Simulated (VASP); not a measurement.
Runs of VASP 6.6.1 on Sc2Ta3O. The structure is that of space group P6/mmm (No. 191), or close to it. The cells are those of the table. The cell was generated, and may not be a known phase.

```csv
task,cell,k mesh,cutoff (eV),gap on the mesh (eV),pressure (GPa),relaxed volume (Å³/atom)
relaxation of cell and atoms,"relaxed from a = 5.247, b = 5.247, c = 5.426 Å, angles 90.0, 90.0, 120.0°, 6 atoms",12 × 12 × 8,600,none,0.0,21.65
single point,"a = 5.252, b = 5.252, c = 5.428 Å, angles 90.0, 90.0, 120.0°, 6 atoms",12 × 12 × 8,520,none,(a),-
relaxation of cell and atoms,"relaxed from a = 5.351, b = 5.351, c = 4.065 Å, angles 90.0, 90.0, 120.0°, 6 atoms",6 × 6 × 4,600,none,-0.1,21.45
single point,"a = 5.247, b = 5.247, c = 5.426 Å, angles 90.0, 90.0, 120.0°, 6 atoms",6 × 6 × 4,520,none,0.0,-
single point,"a = 5.351, b = 5.351, c = 4.065 Å, angles 90.0, 90.0, 120.0°, 6 atoms",6 × 6 × 4,520,none,34.6,-
```

Alike in all rows: level PBE; potentials or basis VASP PAW PBE potentials, release 64 (Sc_sv, Ta_pv, O); no spin polarisation; smearing gaussian 0.1 eV.

**Question.** Fill in the values left out.

**Answer.** (a) 0.1.

Caveats: some runs use coarse meshes; spin-orbit coupling is left out, which moves the levels of the heavy elements; an odd number of electrons without spin polarisation forces a metal; a magnetic or distorted state may lie lower; the volume moved by over 15 % at a fixed basis, so the end points are rough (at least some runs).

A k mesh can miss the band edges, and the runs leave out spin-orbit coupling on Ta.

A gap of «none» marks levels without a gap at the run's occupations.
